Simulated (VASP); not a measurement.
# AlGa3N4 (P-43m) in VASP: a series of runs, part 2 of 2

VASP 6.6.1.

## (4) Single point, r2SCAN (strain +0.025 along x and y, +0.025 along z)

The input, POSCAR:

```
AlGa3N4
1.0
    4.5769780635      0.0000000000      0.0000000000
    0.0000000000      4.5769780635      0.0000000000
    0.0000000000      0.0000000000      4.5769780635
Al Ga N
1 3 4
Direct
    0.0000000000      0.0000000000      0.0000000000
    0.5000000000      0.5000000000      0.0000000000
    0.5000000000      0.0000000000      0.5000000000
    0.0000000000      0.5000000000      0.5000000000
    0.7553510553      0.7553510553      0.2446489447
    0.7553510553      0.2446489447      0.7553510553
    0.2446489447      0.7553510553      0.7553510553
    0.2446489447      0.2446489447      0.2446489447
```

The input, INCAR.step1:

```
SYSTEM = AlGa3N4
PREC = Accurate
ENCUT = 520
ISMEAR = 0
SIGMA = 0.05
LREAL = .FALSE.
LASPH = .TRUE.
NELM = 80
NBANDS = 41
GGA = PE
ALGO = Normal
EDIFF = 1E-4
LWAVE = .TRUE.
LCHARG = .FALSE.
```

The input, INCAR.step2:

```
SYSTEM = AlGa3N4
PREC = Accurate
ENCUT = 520
EDIFF = 1E-7
ISMEAR = 0
SIGMA = 0.05
LREAL = .FALSE.
LASPH = .TRUE.
NELM = 80
ALGO = Normal
ISIF = 2
LWAVE = .FALSE.
LCHARG = .TRUE.
METAGGA = R2SCAN
LMIXTAU = .TRUE.
LELF = .TRUE.
LVHAR = .TRUE.
NBANDS = 41
ISTART = 1
```

The input, KPOINTS:

```
regular mesh
0
G
  6 6 6
  0 0 0
```

Potentials or basis: VASP PAW PBE potentials, release 64 (Al, Ga_d, N).

Run with:

```console
> cat potpaw_PBE.64/Al/POTCAR potpaw_PBE.64/Ga_d/POTCAR potpaw_PBE.64/N/POTCAR > POTCAR
> cp INCAR.step1 INCAR
> mpirun -np 1 vasp_std > vasp.out
> cp INCAR.step2 INCAR
> mpirun -np 1 vasp_std > vasp.out
```

OUTCAR:

```text
SYSTEM = AlGa3N4
   PREC = Accurate
   ENCUT = 520
   EDIFF = 1E-7
   ISMEAR = 0
   LREAL = .FALSE.
   LASPH = .TRUE.
   NELM = 80
   ISIF = 2
   METAGGA = R2SCAN
   ISTART = 1

 ion  position               nearest neighbor table
   1  0.000  0.000  0.000-   5 1.94   6 1.94   7 1.94   8 1.94
   2  0.500  0.500  0.000-   5 2.00   6 2.00   7 2.00   8 2.00
   3  0.500  0.000  0.500-   5 2.00   6 2.00   7 2.00   8 2.00
   4  0.000  0.500  0.500-   5 2.00   6 2.00   7 2.00   8 2.00
   5  0.755  0.755  0.245-   1 1.94   2 2.00   3 2.00   4 2.00
   6  0.755  0.245  0.755-   1 1.94   2 2.00   3 2.00   4 2.00
   7  0.245  0.755  0.755-   1 1.94   2 2.00   3 2.00   4 2.00
   8  0.245  0.245  0.245-   1 1.94   2 2.00   3 2.00   4 2.00

[... 1085 lines left out ...]
  in kB     -121.4594725   -121.4594725   -121.4594725      0.0000000      0.0000000     -0.0000000
  external PRESSURE =    -121.4594725 kB  Pullay stress =       0.0000000 kB

 VOLUME and BASIS-vectors are now :
 -----------------------------------------------------------------------------
  energy-cutoff  :      520.00
  volume of cell :       95.88
      direct lattice vectors                 reciprocal lattice vectors
     4.576978064  0.000000000  0.000000000     0.218484770  0.000000000  0.000000000
     0.000000000  4.576978064  0.000000000     0.000000000  0.218484770  0.000000000
     0.000000000  0.000000000  4.576978064     0.000000000  0.000000000  0.218484770

 POSITION                                       TOTAL-FORCE (eV/Angst)
 -----------------------------------------------------------------------------------
      0.00000      0.00000      0.00000         0.000000     -0.000000     -0.000000
      2.28849      2.28849      0.00000         0.000000      0.000000     -0.000000
      2.28849      0.00000      2.28849         0.000000      0.000000     -0.000000
      0.00000      2.28849      2.28849         0.000000     -0.000000     -0.000000
      3.45723      3.45723      1.11975         0.039129      0.039129     -0.039129
      3.45723      1.11975      3.45723         0.039129     -0.039129      0.039129
      1.11975      3.45723      3.45723        -0.039129      0.039129      0.039129
      1.11975      1.11975      1.11975        -0.039129     -0.039129     -0.039129
 -----------------------------------------------------------------------------------
    total drift:                               -0.000000     -0.000000     -0.000000

  FREE ENERGIE OF THE ION-ELECTRON SYSTEM (eV)
  ---------------------------------------------------
  free  energy   TOTEN  =       -84.6052664962 eV

  energy  without entropy=      -84.6052664962  energy(sigma->0) =      -84.60526650
```

OUTCAR.step1:

```text
SYSTEM = AlGa3N4
   PREC = Accurate
   ENCUT = 520
   ISMEAR = 0
   LREAL = .FALSE.
   LASPH = .TRUE.
   NELM = 80
[... 1117 lines left out ...]
      3.45723      1.11975      3.45723         0.060130     -0.060130      0.060130
      1.11975      3.45723      3.45723        -0.060130      0.060130      0.060130
      1.11975      1.11975      1.11975        -0.060130     -0.060130     -0.060130
 -----------------------------------------------------------------------------------
    total drift:                               -0.000000     -0.000000     -0.000000

  FREE ENERGIE OF THE ION-ELECTRON SYSTEM (eV)
  ---------------------------------------------------
  free  energy   TOTEN  =       -51.2022455298 eV

  energy  without entropy=      -51.2022455298  energy(sigma->0) =      -51.20224553
```

OSZICAR.step1:

```text
N       E                     dE             d eps       ncg     rms          rms(c)
DAV:   1     0.624479875488E+03    0.62448E+03   -0.27967E+04  1848   0.248E+03
DAV:   2     0.594707453854E+02   -0.56501E+03   -0.52752E+03  1768   0.633E+02
DAV:   3    -0.510799768566E+02   -0.11055E+03   -0.10722E+03  1848   0.194E+02
DAV:   4    -0.590632774939E+02   -0.79833E+01   -0.78966E+01  2277   0.554E+01
DAV:   5    -0.592883386376E+02   -0.22506E+00   -0.22455E+00  1999   0.904E+00    0.154E+01
DAV:   6    -0.509695603731E+02    0.83188E+01   -0.26195E+01  2982   0.546E+01    0.450E+00
DAV:   7    -0.512436984509E+02   -0.27414E+00   -0.36689E+00  1905   0.114E+01    0.388E+00
DAV:   8    -0.512381726842E+02    0.55258E-02   -0.51085E-01  2574   0.682E+00    0.111E+00
DAV:   9    -0.512013823644E+02    0.36790E-01   -0.15539E-01  2602   0.482E+00    0.537E-01
DAV:  10    -0.512020612816E+02   -0.67892E-03   -0.16039E-02  1961   0.740E-01    0.232E-01
DAV:  11    -0.512022541864E+02   -0.19290E-03   -0.32643E-03  2517   0.603E-01    0.328E-02
DAV:  12    -0.512022455298E+02    0.86566E-05   -0.33089E-04  1731   0.198E-01
   1 F= -.51202246E+02 E0= -.51202246E+02  d E =-.866531E-14
```

It took 2.3 min on 1 thread of Intel Xeon 6975P-C (Granite Rapids), shared host; peak memory 0.25 GiB.

What came out:

```
Free energy            : -84.6053 eV
Pressure               : -12.1 GPa
Largest force          : 0.068 eV/Å
Band gap on the k mesh : 2.28 eV, direct
```

Forces in eV/Å, atoms in the order of the input:
```
Al   0.000  0.000  0.000
Ga   0.000  0.000  0.000
Ga   0.000  0.000  0.000
Ga   0.000  0.000  0.000
N    0.039  0.039 -0.039
N    0.039 -0.039  0.039
N   -0.039  0.039  0.039
N   -0.039 -0.039 -0.039
```

Caveat: the cell differs from its parent crystal (strain +0.025 along x and y, +0.025 along z); the PAW data sets were made with another functional, which shifts forces and pressure a little.

## (5) The runs side by side

```csv
cell,gap on the mesh (eV),pressure (GPa),largest force (eV/Å)
"a = 4.242 Å, 8 atoms",3.95,43.6,0.17
"a = 4.354 Å, 8 atoms",3.37,18.8,0.11
"a = 4.577 Å, 8 atoms",2.28,-12.1,0.07
```

Alike in all rows: task single point; level r2SCAN; potentials or basis VASP PAW PBE potentials, release 64 (Al, Ga_d, N); no spin polarisation; k mesh 6 × 6 × 6; cutoff (eV) 520; smearing gaussian 0.05 eV.

Caveats: the PAW data sets were made with another functional, which shifts forces and pressure a little.

Absolute energies hang on the potentials; compare differences alone.
